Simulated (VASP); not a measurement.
# Sb (R-3m) in VASP: further runs

The runs below take Sb through single point, relaxation of cell and atoms, with LDA.

All numbers are computed with VASP 6.6.1; they aren't measurements. Logs are shortened: lines on timing, memory, paths and dates and some standing lists are left out, and cuts for length are marked.

### Step 1. The cell of the first run

Symmetry: R-3m, No. 166, trigonal system. The conventional cell has a = 4.289 Å, b = 4.289 Å, c = 11.103 Å, α = 90.00°, β = 90.00°, γ = 120.00°. Within 3.8 Å of Sb (site symmetry 3m) lie 6 Sb at 2.89 to 3.31 Å.

### Step 2. Single point, LDA

File INCAR:

```
  PREC = Accurate
  ENCUT = 500
  EDIFF = 1E-6
  ISMEAR = -1
  SIGMA = 0.1
  LREAL = False
  LASPH = True
  NELM = 120
  ALGO = Normal
  ISIF = 2
  LWAVE = False
  LCHARG = False
  GGA = CA
  NBANDS = 12
  GGA_COMPAT = False
```

File KPOINTS:

```
Automatic mesh
0
Gamma
  6 6 6
```

File POSCAR:

```
Sb
1.0
    2.1443560361      1.2380445347      3.7008658080
   -2.1443560361      1.2380445347      3.7008658080
    0.0000000000     -2.4760890694      3.7008658080
Sb
2
Direct
    0.2341458244      0.2341458244      0.2341458244
    0.7658541756      0.7658541756      0.7658541756
```

Potentials or basis: VASP PAW LDA potentials, release 64 (Sb).

Started as:

```console
$ cat potpaw_LDA.64/Sb/POTCAR > POTCAR
$ mpirun -np 1 vasp_std > vasp.out
```

OUTCAR:

```text
PREC = Accurate
   ENCUT = 500
   EDIFF = 1E-6
   ISMEAR = -1
   LREAL = False
   LASPH = True
   NELM = 120
   ISIF = 2
   GGA = CA

 ion  position               nearest neighbor table
   1  0.234  0.234  0.234-   2 2.89   2 2.89   2 2.89   2 3.31   2 3.31   2 3.31
   2  0.766  0.766  0.766-   1 2.89   1 2.89   1 2.89   1 3.31   1 3.31   1 3.31

  LATTYP: Found a trigonal (rhomboedric) cell.
 ALAT       =     4.4527996596
 COS(alpha) =     0.5361714540

  Lattice vectors:

 A1 = (   2.1443560361,   1.2380445347,   3.7008658080)
 A2 = (  -2.1443560361,   1.2380445347,   3.7008658080)
 A3 = (   0.0000000000,  -2.4760890694,   3.7008658080)

Analysis of symmetry for initial positions (statically):
=====================================================================
 Subroutine PRICEL returns:
 Original cell was already a primitive cell.

 Routine SETGRP: Setting up the symmetry group for a
 trigonal (rhombohedral) supercell.

 Subroutine GETGRP returns: Found 12 space group operations
 (whereof 12 operations were pure point group operations)
 out of a pool of 12 trial point group operations.

The static configuration has the point symmetry D_3d.

Analysis of symmetry for dynamics (positions and initial velocities):
=====================================================================
 Subroutine PRICEL returns:
 Original cell was already a primitive cell.

 Routine SETGRP: Setting up the symmetry group for a
 trigonal (rhombohedral) supercell.

 Subroutine GETGRP returns: Found 12 space group operations
 (whereof 12 operations were pure point group operations)
 out of a pool of 12 trial point group operations.

The dynamic configuration has the point symmetry D_3d.

 Subroutine INISYM returns: Found 12 space group operations
 (whereof 12 operations are pure point group operations),
 and found     1 'primitive' translations

----------------------------------------------------------------------------------------

                                     Primitive cell

  volume of cell :      58.9505

  direct lattice vectors                    reciprocal lattice vectors
     2.144356036  1.238044535  3.700865808     0.233170235  0.134620898  0.090069014
    -2.144356036  1.238044535  3.700865808    -0.233170235  0.134620898  0.090069014
     0.000000000 -2.476089069  3.700865808     0.000000000 -0.269241795  0.090069014

  length of vectors
     4.452799660  4.452799660  4.452799660     0.283907682  0.283907682  0.283907682

  position of ions in fractional coordinates (direct lattice)
     0.234145824  0.234145824  0.234145824
     0.765854176  0.765854176  0.765854176

  ion indices of the primitive-cell ions
   primitive index   ion index
                 1           1
                 2           2

----------------------------------------------------------------------------------------

 KPOINTS: Automatic mesh

Automatic generation of k-mesh.
 Grid dimensions read from file:
 generate k-points for:    6    6    6

 Generating k-lattice:

  Cartesian coordinates                     Fractional coordinates (reciprocal lattice)
     0.038861706  0.022436816  0.015011502     0.166666667  0.000000000  0.000000000
    -0.038861706  0.022436816  0.015011502     0.000000000  0.166666667  0.000000000
     0.000000000 -0.044873633  0.015011502     0.000000000  0.000000000  0.166666667

  Length of vectors
     0.047317947  0.047317947  0.047317947

  Shift w.r.t. Gamma in fractional coordinates (k-lattice)
     0.000000000  0.000000000  0.000000000

 Subroutine IBZKPT returns following result:
 ===========================================

 Found     32 irreducible k-points:

 Following reciprocal coordinates:
            Coordinates               Weight
  0.000000  0.000000  0.000000      1.000000
  0.166667  0.000000 -0.000000      6.000000
  0.333333 -0.000000 -0.000000      6.000000
  0.500000  0.000000 -0.000000      3.000000
  0.166667  0.166667 -0.000000      6.000000
  0.333333  0.166667 -0.000000     12.000000
[... 16 lines left out ...]
  0.500000  0.500000  0.166667      6.000000
 -0.333333  0.500000  0.166667     12.000000
 [... further k-points ...]
   k-points           NKPTS =     32   k-points in BZ     NKDIM =     32   number of bands    NBANDS=     12
   number of dos      NEDOS =    301   number of ions     NIONS =      2
   total plane-waves  NPLWV =  32768
   dimension x,y,z NGX =    32 NGY =   32 NGZ =   32
   dimension x,y,z NGXF=    64 NGYF=   64 NGZF=   64
   ions per type =               2
   NGX,Y,Z   is equivalent  to a cutoff of  11.95, 11.95, 11.95 a.u.
   NGXF,Y,Z  is equivalent  to a cutoff of  23.89, 23.89, 23.89 a.u.
 SYSTEM =  unknown system
   PREC   = accura    normal or accurate (medium, high low for compatibility)
   ISTART =      0    job   : 0-new  1-cont  2-samecut
   ICHARG =      2    charge: 1-file 2-atom 10-const
   ISPIN  =      1    spin polarized calculation?
   LNONCOLLINEAR =      F non collinear calculations
   LSORBIT =      F    spin-orbit coupling
   LASPH  =      T    aspherical Exc in radial PAW
   ENCUT  =  500.0 eV  36.75 Ry    6.06 a.u.   8.12  8.12  8.12*2*pi/ulx,y,z
   NELM   =    120;   NELMIN=  2; NELMDL= -5     # of ELM steps
   EDIFF  = 0.1E-05   stopping-criterion for ELM
   LREAL  =      F    real-space projection
[... 7 lines left out ...]
   TEBEG  =    0.0;   TEEND  =   0.0 temperature during run
   PSTRESS=    0.0 pullay stress
   NELECT =      10.0000    total number of electrons
   NUPDOWN=      -1.0000    fix difference up-down
   EMIN   =  10.00;   EMAX   =-10.00  energy-range for DOS
   EFERMI =   0.00;   METHOD = LEGACY
   ISMEAR =    -1;   SIGMA  =   0.10  broadening in eV -4-tet -1-fermi 0-gaus
   EFERMI_NEDOS =   21; number of points for ismear=-14 and -15
   IALGO  =     38    algorithm
   IMIX   =      4    mixing-type and parameters
     AMIX     =   0.40;   BMIX     =  1.00
     AMIX_MAG =   1.60;   BMIX_MAG =  1.00
  volume/ion in A,a.u.               =      29.48       198.91
  Fermi-wavevector in a.u.,A,eV,Ry     =   0.906245  1.712555 11.174191  0.821280
  Thomas-Fermi vector in A             =   2.029910
   LORBIT       =      0    0 simple, 1 ext, 2 COOP (PROOUT), +10 PAW based schemes
   GGA     = CA    functional components
   LHFCALC =     F    Hartree Fock is set to
   AEXX    =    0.0000 exact exchange contribution
   IVDW    =     0    specifies the selected vdW correction
   LEPSILON=     F    determine dielectric tensor
   LRPA    =     F    only Hartree local field effects (RPA)
 non-spin polarized calculation
  energy-cutoff  :      500.00
  volume of cell :       58.95
 maximum number of plane-waves:      1514
   NGX = 17   NGY = 17   NGZ = 17

 number of electron      10.0000000 magnetization

 number of electron       9.9999998 magnetization

 Free energy of the ion-electron system (eV)
  ---------------------------------------------------
  ext. energy  EPLUGINS =         0.00000000
  ---------------------------------------------------
  free energy    TOTEN  =        -9.64533414 eV

  energy without entropy =       -9.63448976  energy(sigma->0) =       -9.63991195

 E-fermi :   7.4410     XC(G=0):  -9.8234

 val. band max:        7.2199374496   @ k =   0.5000   0.0000  -0.0000
 cond. band min:       7.4847347322   @ k =   0.5000   0.5000   0.5000
 fundamental gap:      0.2647972826
 Fermi energy:         7.4409840640

 k-point     1 :       0.0000    0.0000    0.0000
  band No.  band energies     occupation
      1      -5.4639      2.00000
      2       2.6920      2.00000
      3       5.3890      2.00000
      4       5.5897      2.00000
      5       5.5897      2.00000
      6       9.5841      0.00000
      7      10.1838      0.00000
      8      10.1838      0.00000
      9      12.4528      0.00000
     10      12.4528      0.00000
     11      12.6425      0.00000
     12      13.9447      0.00000

 k-point     2 :       0.1667    0.0000   -0.0000
  band No.  band energies     occupation
      1      -5.1521      2.00000
      2       1.4382      2.00000
      3       5.4273      2.00000
      4       5.5392      2.00000
      5       6.1002      2.00000
      6       9.2478      0.00000
      7       9.4591      0.00000
      8       9.4782      0.00000
      9      11.9295      0.00000
     10      12.4879      0.00000
     11      12.7477      0.00000
     12      15.6864      0.00000

 k-point     3 :       0.3333   -0.0000   -0.0000
  band No.  band energies     occupation
      1      -4.2346      2.00000
      2      -0.6824      2.00000
      3       5.4999      2.00000
      4       5.5309      2.00000
      5       6.6369      1.99936
      6       8.1119      0.00244
      7       8.2336      0.00072
      8       8.3486      0.00023
      9      13.1123      0.00000
     10      13.8631      0.00000
     11      14.3145      0.00000
     12      18.0899      0.00000
[... 286 lines left out ...]
 k-point    23 :       0.5000    0.5000    0.1667
  band No.  band energies     occupation
      1      -3.3136      2.00000
      2      -0.7534      2.00000
      3       2.1901      2.00000
      4       4.0168      2.00000
      5       4.4232      2.00000
      6       9.6536      0.00000
      7      11.2571      0.00000
      8      12.1749      0.00000
      9      13.2518      0.00000
     10      16.2807      0.00000
     11      16.5777      0.00000
     12      17.0751      0.00000

 k-point    24 :      -0.3333    0.5000    0.1667
  band No.  band energies     occupation
      1      -2.7151      2.00000
      2      -1.3354      2.00000
      3       1.9935      2.00000
      4       2.9122      2.00000
      5       5.5833      2.00000
      6       9.4018      0.00000
      7      10.7049      0.00000
      8      13.1704      0.00000
      9      13.4616      0.00000
     10      14.5107      0.00000
     11      17.1940      0.00000
     12      18.0580      0.00000

 [... further k-points ...]
[... 5 lines left out ...]
  --------------------------------------------------------------------------------------
  -------------------------------------------------------------------------------------
  Total        0.1229218      0.1229218      0.0865242      0.0000000      0.0000000      0.0000000
  in kB        3.3408086      3.3408086      2.3515836      0.0000000      0.0000000      0.0000000
  external PRESSURE =       3.0110669 kB  Pullay stress =       0.0000000 kB

 VOLUME and BASIS-vectors are now :
 -----------------------------------------------------------------------------
  energy-cutoff  :      500.00
  volume of cell :       58.95
      direct lattice vectors                 reciprocal lattice vectors
     2.144356036  1.238044535  3.700865808     0.233170235  0.134620898  0.090069014
    -2.144356036  1.238044535  3.700865808    -0.233170235  0.134620898  0.090069014
     0.000000000 -2.476089069  3.700865808     0.000000000 -0.269241795  0.090069014

 POSITION                                       TOTAL-FORCE (eV/Angst)
 -----------------------------------------------------------------------------------
      0.00000      0.00000      2.59963         0.000000      0.000000      0.066151
      0.00000      0.00000      8.50297         0.000000     -0.000000     -0.066151
 -----------------------------------------------------------------------------------
    total drift:                               -0.000000     -0.000000     -0.000000

  FREE ENERGIE OF THE ION-ELECTRON SYSTEM (eV)
  ---------------------------------------------------
  free  energy   TOTEN  =        -9.6453341352 eV

  energy  without entropy=       -9.6344897558  energy(sigma->0) =       -9.63991195
```

Wall time 11 s (1 thread of Intel Xeon Platinum 8259CL at 2.50GHz (Skylake/Cascade Lake), shared host); peak memory 0.15 GiB.

Results:

- Free energy: -9.6453 eV
- Pressure: 0.3 GPa
- Largest force: 0.066 eV/Å
- Band gap on the k mesh: zero (band 5 reaches 7.51 eV, above the bottom of band 6 at 7.22 eV)

Forces on the atoms (eV/Å):
```
Sb   0.000  0.000  0.066
Sb   0.000  0.000 -0.066
```

Stress tensor (GPa, compression positive):
```
0.33 0.00 0.00
0.00 0.33 0.00
0.00 0.00 0.24
```

Caveat: spin-orbit coupling is left out, which moves the levels of the heavy elements.

### Step 3. Relaxation of cell and atoms, LDA

This run uses another cell than the first one, of 30.21 Å³/atom, 1.025 times its volume.

File INCAR:

```
PREC     = Accurate       # precision mode
ENCUT    = 500            # plane-wave cutoff, eV
EDIFF    = 1E-7           # SCF threshold, eV
ISMEAR   = -1             # smearing method
SIGMA    = 0.1            # smearing width, eV
LREAL    = F              # projectors in reciprocal space
LASPH    = T              # aspherical terms in the spheres
NELM     = 120            # most SCF steps
ALGO     = Normal         # electronic algorithm
ISIF     = 3              # what is computed and relaxed
LWAVE    = F              # write WAVECAR
LCHARG   = F              # write CHGCAR
GGA      = CA             # functional
IBRION   = 2              # ionic algorithm
NSW      = 60             # ionic steps
EDIFFG   = -0.01          # ionic threshold
GGA_COMPAT= F            
NELMIN   = 4
```

File KPOINTS:

```
regular mesh
0
Gamma
  6 6 6
```

File POSCAR:

```
Sb
1.0
    2.1542000000      1.2437280000      3.7580000000
   -2.1542000000      1.2437280000      3.7580000000
    0.0000000000     -2.4874560000      3.7580000000
Sb
2
Direct
    0.2334900000      0.2334900000      0.2334900000
    0.7665100000      0.7665100000      0.7665100000
```

Potentials or basis: VASP PAW LDA potentials, release 64 (Sb).

Started as:

```console
$ cat potpaw_LDA.64/Sb/POTCAR > POTCAR
$ mpirun -np 1 vasp_std > vasp.out
```

It took 55 s on 1 thread of Intel Xeon Platinum 8259CL at 2.50GHz (Skylake/Cascade Lake), shared host; peak memory 0.17 GiB.

Results (log left out):

```yaml
Free_energy: -9.6459 eV
Relaxed_volume: 29.51 Å³/atom
Relaxed_cell: a = 4.453 Å, b = 4.453 Å, c = 4.453 Å, α = 57.63°, β = 57.63°, γ = 57.63°
Space_group_after_relaxing_to_0.05_Å: R-3m (No. 166)
Energy_gained_by_relaxing: 2.1 meV/atom
Ionic_steps: 6
Pressure_after_relaxing: 0.0 GPa
Largest_force_after_relaxing: 0.005 eV/Å
Band_gap_on_the_k_mesh: zero (band 5 reaches 7.49 eV, above the bottom of band 6 at 7.21 eV)
```

Forces in eV/Å, atoms in the order of the input:
```
Sb   0.000  0.000 -0.005
Sb   0.000  0.000  0.005
```

Stress tensor (GPa, compression positive):
```
 0.05  0.00  0.00
 0.00  0.05  0.00
 0.00  0.00 -0.03
```

The path:
```tsv
step	energy change (eV)	largest force (eV/Å)	pressure (GPa)	volume (Å³)
1	0.0000	0.0050	-0.89	60.41
2	-0.0019	0.1336	0.55	58.96
3	-0.0027	0.0878	0.02	59.47
4	-0.0035	0.0605	0.02	59.34
5	-0.0042	0.0174	0.03	58.96
6	-0.0043	0.0048	0.03	59.02
```

Final structure:
```
CELL_PARAMETERS angstrom
2.14606 1.23903 3.69964
-2.14606 1.23903 3.69964
0.00000 -2.47806 3.69964
ATOMIC_POSITIONS crystal
Sb 0.23474 0.23474 0.23474
Sb 0.76526 0.76526 0.76526
```

Levels at points of the mesh, in eV from the Fermi level:
| k point | band 2 | band 3 | band 4 | band 5 | band 6 | band 7 | band 8 | band 9 |
| --- | --- | --- | --- | --- | --- | --- | --- | --- |
| (0.00, 0.00, 0.00) | -4.75 | -2.05 | -1.83 | -1.83 | 2.21 | 2.77 | 2.77 | 5.00 |
| (0.50, 0.00, 0.00) | -9.77 | -1.87 | -1.72 | -0.30 | -0.21 | 0.19 | 0.38 | 7.69 |
| (0.50, 0.50, 0.00) | -8.00 | -5.59 | -3.82 | -3.74 | 1.53 | 5.04 | 5.53 | 7.09 |
| (0.50, 0.50, 0.50) | -9.16 | -1.29 | -1.29 | -0.48 | 0.03 | 0.03 | 1.05 | 7.13 |

Caveat: spin-orbit coupling is left out, which moves the levels of the heavy elements.
